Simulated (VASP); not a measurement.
Crystal: BN.

```
B N
1.0
     2.54395    0.00000    0.00000
    -1.27198    2.20313    0.00000
     0.00000    0.00000    4.35467
B N
2 2
Direct
  0.33333 0.66667 0.99929
  0.66667 0.33333 0.49929
  0.33333 0.66667 0.37571
  0.66667 0.33333 0.87571
```

This cell differs from its parent crystal: uniaxial z strain +3.5%.

Base run:

| Item | Value |
| --- | --- |
| Program | VASP 6.6.1 |
| Functional | r2SCAN |
| Potentials or basis | VASP PAW PBE potentials, release 64 (B, N) |
| Cutoff | 520 eV |
| k mesh | 12 × 12 × 6 |
| Occupations | gaussian, width 0.01 eV |
| Spin | no spin polarisation |

Its results: band gap on the k mesh 5.77 eV, indirect (least direct gap 7.91 eV); pressure -10.9 GPa; largest force 0.011 eV/Å.

Task: The run is repeated on the same cell with these changes: functional from r2SCAN to PBE; occupations from gaussian, width 0.01 eV to fermi-dirac, width 0.02 eV. What comes out?

Result: Band gap on the k mesh 5.25 eV, indirect (least direct gap 7.27 eV); pressure -7.0 GPa; largest force 0.063 eV/Å.

Caveats: the PAW data sets were made with another functional, which shifts forces and pressure a little (some runs).

A k mesh can miss the band edges.
